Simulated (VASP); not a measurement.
# Ce (Fm-3m) in VASP: notebook

Ce is run at these levels: r2SCAN; tasks: single point.

Program: VASP 6.6.1. These are calculated values, not measurements. Logs are shortened: lines on timing, memory, paths and dates and some standing lists are left out, and cuts for length are marked.

## 1. The cell of the first run

Symmetry: Fm-3m, No. 225, cubic system. Conventional cell: a = 4.678 Å, b = 4.678 Å, c = 4.678 Å, α = 90.00°, β = 90.00°, γ = 90.00°. Within 4.4 Å of Ce (site symmetry m-3m) lie 12 Ce at 3.31 Å.

## 2. Single point, r2SCAN

POSCAR

```
Ce
1.0
    0.0000000000      2.3390384114      2.3390384114
    2.3390384114      0.0000000000      2.3390384114
    2.3390384114      2.3390384114      0.0000000000
Ce
1
Direct
    0.0000000000      0.0000000000      0.0000000000
```

INCAR.step1

```
SYSTEM = Ce
ALGO = Normal
EDIFF = 1E-4
ENCUT = 520
GGA = PE
ISMEAR = -1
LASPH = .TRUE.
LCHARG = .FALSE.
LREAL = .FALSE.
LWAVE = .TRUE.
NBANDS = 12
NELM = 60
PREC = Accurate
SIGMA = 0.1
```

INCAR.step2

```
SYSTEM = Ce
ALGO = Normal
EDIFF = 1E-6
ENCUT = 520
ISIF = 2
ISMEAR = -1
ISTART = 1
LASPH = .TRUE.
LCHARG = .FALSE.
LMIXTAU = .TRUE.
LREAL = .FALSE.
LWAVE = .FALSE.
METAGGA = R2SCAN
NBANDS = 12
NELM = 60
PREC = Accurate
SIGMA = 0.1
```

KPOINTS

```
k-points
0
G
  4 4 4
  0 0 0
```

Potentials or basis: VASP PAW PBE potentials, release 64 (Ce).

Launch:

```bash
cat potpaw_PBE.64/Ce/POTCAR > POTCAR
cp INCAR.step1 INCAR
mpirun -np 1 vasp_std > vasp.out
cp INCAR.step2 INCAR
mpirun -np 1 vasp_std > vasp.out
```

OUTCAR:

```text
SYSTEM = Ce
   EDIFF = 1E-6
   ENCUT = 520
   ISIF = 2
   ISMEAR = -1
   ISTART = 1
   LASPH = .TRUE.
   LREAL = .FALSE.
   METAGGA = R2SCAN
   NELM = 60
   PREC = Accurate

 ion  position               nearest neighbor table
   1  0.000  0.000  0.000-

  LATTYP: Found a face centered cubic cell.
 ALAT       =     4.6780768228

  Lattice vectors:

 A1 = (   0.0000000000,   2.3390384114,   2.3390384114)
 A2 = (   2.3390384114,   0.0000000000,   2.3390384114)
 A3 = (   2.3390384114,   2.3390384114,   0.0000000000)

Analysis of symmetry for initial positions (statically):
=====================================================================
 Subroutine PRICEL returns:
 Original cell was already a primitive cell.

 Routine SETGRP: Setting up the symmetry group for a
 face centered cubic supercell.

 Subroutine GETGRP returns: Found 48 space group operations
 (whereof 48 operations were pure point group operations)
 out of a pool of 48 trial point group operations.

The static configuration has the point symmetry O_h .

Analysis of symmetry for dynamics (positions and initial velocities):
=====================================================================
 Subroutine PRICEL returns:
 Original cell was already a primitive cell.

 Routine SETGRP: Setting up the symmetry group for a
 face centered cubic supercell.

 Subroutine GETGRP returns: Found 48 space group operations
 (whereof 48 operations were pure point group operations)
 out of a pool of 48 trial point group operations.

The dynamic configuration has the point symmetry O_h .

 Subroutine INISYM returns: Found 48 space group operations
 (whereof 48 operations are pure point group operations),
 and found     1 'primitive' translations

----------------------------------------------------------------------------------------

                                     Primitive cell

  volume of cell :      25.5942

  direct lattice vectors                    reciprocal lattice vectors
     0.000000000  2.339038411  2.339038411    -0.213763056  0.213763056  0.213763056
     2.339038411  0.000000000  2.339038411     0.213763056 -0.213763056  0.213763056
     2.339038411  2.339038411  0.000000000     0.213763056  0.213763056 -0.213763056

  length of vectors
     3.307899844  3.307899844  3.307899844     0.370248475  0.370248475  0.370248475

  position of ions in fractional coordinates (direct lattice)
     0.000000000  0.000000000  0.000000000

  ion indices of the primitive-cell ions
   primitive index   ion index
                 1           1

----------------------------------------------------------------------------------------

 KPOINTS: k-points

Automatic generation of k-mesh.
 Grid dimensions read from file:
 generate k-points for:    4    4    4

 Generating k-lattice:

  Cartesian coordinates                     Fractional coordinates (reciprocal lattice)
    -0.053440764  0.053440764  0.053440764     0.250000000  0.000000000  0.000000000
     0.053440764 -0.053440764  0.053440764     0.000000000  0.250000000  0.000000000
     0.053440764  0.053440764 -0.053440764     0.000000000  0.000000000  0.250000000

  Length of vectors
     0.092562119  0.092562119  0.092562119

  Shift w.r.t. Gamma in fractional coordinates (k-lattice)
     0.000000000  0.000000000  0.000000000

 Subroutine IBZKPT returns following result:
 ===========================================

 Found      8 irreducible k-points:

 Following reciprocal coordinates:
            Coordinates               Weight
  0.000000  0.000000  0.000000      1.000000
  0.250000  0.000000  0.000000      8.000000
  0.500000  0.000000  0.000000      4.000000
  0.250000  0.250000  0.000000      6.000000
  0.500000  0.250000  0.000000     24.000000
 -0.250000  0.250000  0.000000     12.000000
  0.500000  0.500000  0.000000      3.000000
 -0.250000  0.500000  0.250000      6.000000
   k-points           NKPTS =      8   k-points in BZ     NKDIM =      8   number of bands    NBANDS=     12
   number of dos      NEDOS =    301   number of ions     NIONS =      1
   total plane-waves  NPLWV =  21952
   dimension x,y,z NGX =    28 NGY =   28 NGZ =   28
   dimension x,y,z NGXF=    56 NGYF=   56 NGZF=   56
   ions per type =               1
   NGX,Y,Z   is equivalent  to a cutoff of  14.07, 14.07, 14.07 a.u.
   NGXF,Y,Z  is equivalent  to a cutoff of  28.14, 28.14, 28.14 a.u.
 SYSTEM =  Ce
   PREC   = accura    normal or accurate (medium, high low for compatibility)
   ISTART =      1    job   : 0-new  1-cont  2-samecut
   ICHARG =      0    charge: 1-file 2-atom 10-const
   ISPIN  =      1    spin polarized calculation?
   LNONCOLLINEAR =      F non collinear calculations
   LSORBIT =      F    spin-orbit coupling
   LASPH  =      T    aspherical Exc in radial PAW
   ENCUT  =  520.0 eV  38.22 Ry    6.18 a.u.   6.15  6.15  6.15*2*pi/ulx,y,z
   NELM   =     60;   NELMIN=  2; NELMDL=  0     # of ELM steps
   EDIFF  = 0.1E-05   stopping-criterion for ELM
   LREAL  =      F    real-space projection
   EDIFFG = 0.1E-04   stopping-criterion for IOM
   NSW    =      0    number of steps for IOM
   IBRION =     -1    ionic relax: 0-MD 1-quasi-New 2-CG
   NFREE  =      0    steps in history (QN), initial steepest desc. (CG)
   ISIF   =      2    stress and relaxation
   ISYM   =      2    0-nonsym 1-usesym 2-fastsym
   POTIM  = 0.5000    time-step for ionic-motion
   TEBEG  =    0.0;   TEEND  =   0.0 temperature during run
   PSTRESS=    0.0 pullay stress
   NELECT =      12.0000    total number of electrons
   NUPDOWN=      -1.0000    fix difference up-down
   EMIN   =  10.00;   EMAX   =-10.00  energy-range for DOS
   EFERMI =   0.00;   METHOD = LEGACY
   ISMEAR =    -1;   SIGMA  =   0.10  broadening in eV -4-tet -1-fermi 0-gaus
   EFERMI_NEDOS =   21; number of points for ismear=-14 and -15
   IALGO  =     38    algorithm
   IMIX   =      4    mixing-type and parameters
     AMIX     =   0.40;   BMIX     =  1.00
     AMIX_MAG =   1.60;   BMIX_MAG =  1.00
  volume/ion in A,a.u.               =      25.59       172.72
  Fermi-wavevector in a.u.,A,eV,Ry     =   1.271807  2.403367 22.007331  1.617493
  Thomas-Fermi vector in A             =   2.404720
   LORBIT       =      0    0 simple, 1 ext, 2 COOP (PROOUT), +10 PAW based schemes
   METAGGA = R2SCAN    functional components
   LHFCALC =     F    Hartree Fock is set to
   AEXX    =    0.0000 exact exchange contribution
   IVDW    =     0    specifies the selected vdW correction
   LEPSILON=     F    determine dielectric tensor
   LRPA    =     F    only Hartree local field effects (RPA)
 non-spin polarized calculation
  energy-cutoff  :      520.00
  volume of cell :       25.59
 maximum number of plane-waves:       701
 NGX is ok and might be reduce to    28
   NGX = 13   NGY = 13   NGZ = 13

 number of electron      12.0000000 magnetization

 Free energy of the ion-electron system (eV)
  ---------------------------------------------------
  ext. energy  EPLUGINS =         0.00000000
  ---------------------------------------------------
  free energy    TOTEN  =       -30.68397813 eV

  energy without entropy =      -30.58969598  energy(sigma->0) =      -30.63683706

 E-fermi :  10.1780     XC(G=0): -12.2789

 val. band max:       10.1492039989   @ k =   0.2500   0.0000   0.0000
 cond. band min:      10.3565762856   @ k =   0.2500   0.0000   0.0000
 fundamental gap:      0.2073722866
 Fermi energy:        10.1780270295

 k-point     1 :       0.0000    0.0000    0.0000
  band No.  band energies     occupation
      1     -26.1030      2.00000
      2      -6.6217      2.00000
      3      -6.6217      2.00000
      4      -6.6217      2.00000
      5       7.1832      2.00000
      6       9.7930      1.95833
      7      10.5985      0.02942
      8      10.5985      0.02941
      9      10.5985      0.02941
     10      11.6225      0.00000
     11      11.6225      0.00000
     12      11.6225      0.00000

 k-point     2 :       0.2500    0.0000    0.0000
  band No.  band energies     occupation
      1     -25.7953      2.00000
      2      -8.3825      2.00000
      3      -6.8267      2.00000
      4      -6.8267      2.00000
      5       8.2932      2.00000
      6      10.1492      1.14313
      7      10.3566      0.28725
      8      10.7061      0.01013
      9      10.7061      0.01012
     10      11.0218      0.00043
     11      11.0218      0.00043
     12      11.6355      0.00000

 k-point     3 :       0.5000    0.0000    0.0000
  band No.  band energies     occupation
      1     -25.4606      2.00000
      2      -9.8559      2.00000
      3      -7.0205      2.00000
      4      -7.0205      2.00000
      5       7.7536      2.00000
      6       9.9652      1.78733
      7      10.8375      0.00273
      8      10.8375      0.00273
      9      10.9464      0.00092
     10      11.2904      0.00003
     11      11.2904      0.00003
     12      11.4124      0.00001

 k-point     4 :       0.2500    0.2500    0.0000
  band No.  band energies     occupation
      1     -25.6935      2.00000
      2      -8.2781      2.00000
      3      -7.2263      2.00000
      4      -7.2263      2.00000
      5       8.5155      2.00000
      6       8.6729      2.00000
      7      10.6734      0.01401
      8      10.8424      0.00260
      9      10.8424      0.00260
     10      11.1290      0.00015
     11      11.1290      0.00015
     12      11.2136      0.00006

 k-point     5 :       0.5000    0.2500    0.0000
  band No.  band energies     occupation
      1     -25.3571      2.00000
      2      -9.3286      2.00000
      3      -7.9737      2.00000
      4      -7.4106      2.00000
      5       8.0539      2.00000
      6       9.5137      1.99740
      7      10.5058      0.07267
      8      10.9076      0.00136
      9      10.9693      0.00073
     10      11.0508      0.00032
     11      11.1793      0.00009
     12      11.2057      0.00007

 k-point     6 :      -0.2500    0.2500    0.0000
  band No.  band energies     occupation
      1     -25.4687      2.00000
      2      -9.0150      2.00000
      3      -8.0687      2.00000
      4      -7.0292      2.00000
      5       9.1578      1.99993
      6       9.8640      1.91705
      7      10.4249      0.15609
      8      10.8529      0.00234
      9      10.8696      0.00198
     10      11.1005      0.00020
     11      11.3636      0.00001
     12      11.3861      0.00001

 k-point     7 :       0.5000    0.5000    0.0000
  band No.  band energies     occupation
      1     -25.2480      2.00000
      2      -9.6088      2.00000
      3      -7.7672      2.00000
      4      -7.7672      2.00000
      5       6.7503      2.00000
      6       7.4352      2.00000
      7      10.9337      0.00104
      8      10.9456      0.00093
      9      11.0190      0.00045
     10      11.0190      0.00045
     11      11.1167      0.00017
     12      11.1672      0.00010

 k-point     8 :      -0.2500    0.5000    0.2500
  band No.  band energies     occupation
      1     -25.2438      2.00000
      2      -8.7821      2.00000
      3      -8.7821      2.00000
      4      -7.8977      2.00000
      5       8.5717      2.00000
      6      10.1430      1.17344
      7      10.1430      1.17342
      8      10.5521      0.04639
      9      11.0419      0.00035
     10      11.0419      0.00035
     11      11.1139      0.00017
     12      11.3285      0.00002

------------------------ aborting loop because EDIFF is reached ----------------------------------------

  FORCE on cell =-STRESS in cart. coord.  units (eV):
  Direction    XX          YY          ZZ          XY          YZ          ZX
  --------------------------------------------------------------------------------------
  -------------------------------------------------------------------------------------
  Total       -0.1149490     -0.1149490     -0.1149490      0.0000000      0.0000000     -0.0000000
  in kB       -7.1957103     -7.1957103     -7.1957103      0.0000000      0.0000000     -0.0000000
  external PRESSURE =      -7.1957103 kB  Pullay stress =       0.0000000 kB

 VOLUME and BASIS-vectors are now :
 -----------------------------------------------------------------------------
  energy-cutoff  :      520.00
  volume of cell :       25.59
      direct lattice vectors                 reciprocal lattice vectors
     0.000000000  2.339038411  2.339038411    -0.213763056  0.213763056  0.213763056
     2.339038411  0.000000000  2.339038411     0.213763056 -0.213763056  0.213763056
     2.339038411  2.339038411  0.000000000     0.213763056  0.213763056 -0.213763056

 POSITION                                       TOTAL-FORCE (eV/Angst)
 -----------------------------------------------------------------------------------
      0.00000      0.00000      0.00000         0.000000      0.000000      0.000000
 -----------------------------------------------------------------------------------
    total drift:                                0.000000     -0.000000     -0.000000

  FREE ENERGIE OF THE ION-ELECTRON SYSTEM (eV)
  ---------------------------------------------------
  free  energy   TOTEN  =       -30.6839781348 eV

  energy  without entropy=      -30.5896959806  energy(sigma->0) =      -30.63683706
```

It took 33 s on 1 thread of Intel Xeon Platinum 8259CL at 2.50GHz (Skylake/Cascade Lake), shared host; peak memory 0.17 GiB.

Results:

```yaml
Free_energy: -30.6840 eV
Pressure: -0.7 GPa
Band_gap_on_the_k_mesh: zero (band 6 reaches 10.15 eV, above the bottom of band 7 at 10.14 eV)
```

Caveat: the k points lie up to 0.58 Å⁻¹ apart; the PAW data sets were made with another functional, which shifts forces and pressure a little; spin-orbit coupling is left out, which moves the levels of the heavy elements.

## 3. Single point, r2SCAN

POSCAR is that of step 2.

INCAR.step1

```
SYSTEM = Ce
PREC = Accurate
ENCUT = 520
ISMEAR = -1
SIGMA = 0.1
LREAL = .FALSE.
LASPH = .TRUE.
NELM = 60
NBANDS = 12
GGA = PE
ALGO = Normal
EDIFF = 1E-4
LWAVE = .TRUE.
LCHARG = .FALSE.
```

INCAR.step2

```
SYSTEM = Ce
PREC = Accurate
ENCUT = 520
EDIFF = 1E-7
ISMEAR = -1
SIGMA = 0.1
LREAL = .FALSE.
LASPH = .TRUE.
NELM = 60
ALGO = Normal
ISIF = 2
LWAVE = .FALSE.
LCHARG = .FALSE.
METAGGA = R2SCAN
LMIXTAU = .TRUE.
NBANDS = 12
ISTART = 1
```

KPOINTS

```
regular mesh
0
G
  6 6 6
  0 0 0
```

Potentials or basis: VASP PAW PBE potentials, release 64 (Ce).

Launch:

```bash
cat potpaw_PBE.64/Ce/POTCAR > POTCAR
cp INCAR.step1 INCAR
mpirun -np 1 vasp_std > vasp.out
cp INCAR.step2 INCAR
mpirun -np 1 vasp_std > vasp.out
```

It took 51 s on 1 thread of Intel Xeon Platinum 8259CL at 2.50GHz (Skylake/Cascade Lake), shared host; peak memory 0.18 GiB.

Results (log left out):

- Free energy: -30.9018 eV
- Pressure: -0.4 GPa
- Band gap on the k mesh: zero (band 6 reaches 10.36 eV, above the bottom of band 7 at 9.91 eV)

Levels at points of the mesh, in eV from the Fermi level:
| k point | band 2 | band 3 | band 4 | band 5 | band 6 | band 7 | band 8 | band 9 | band 10 | band 11 |
| --- | --- | --- | --- | --- | --- | --- | --- | --- | --- | --- |
| (0.00, 0.00, 0.00) | -16.68 | -16.68 | -16.68 | -2.82 | -0.35 | 0.43 | 0.43 | 0.43 | 1.40 | 1.40 |
| (0.50, 0.00, 0.00) | -19.90 | -17.08 | -17.08 | -2.24 | -0.18 | 0.64 | 0.64 | 0.76 | 1.09 | 1.09 |
| (0.50, 0.50, 0.00) | -19.65 | -17.82 | -17.82 | -3.23 | -2.55 | 0.73 | 0.77 | 0.82 | 0.82 | 0.92 |

Caveat: the k points lie up to 0.39 Å⁻¹ apart; the PAW data sets were made with another functional, which shifts forces and pressure a little; spin-orbit coupling is left out, which moves the levels of the heavy elements. Spin polarisation is off, so any magnetic state and its effect on volume and gap are missing.
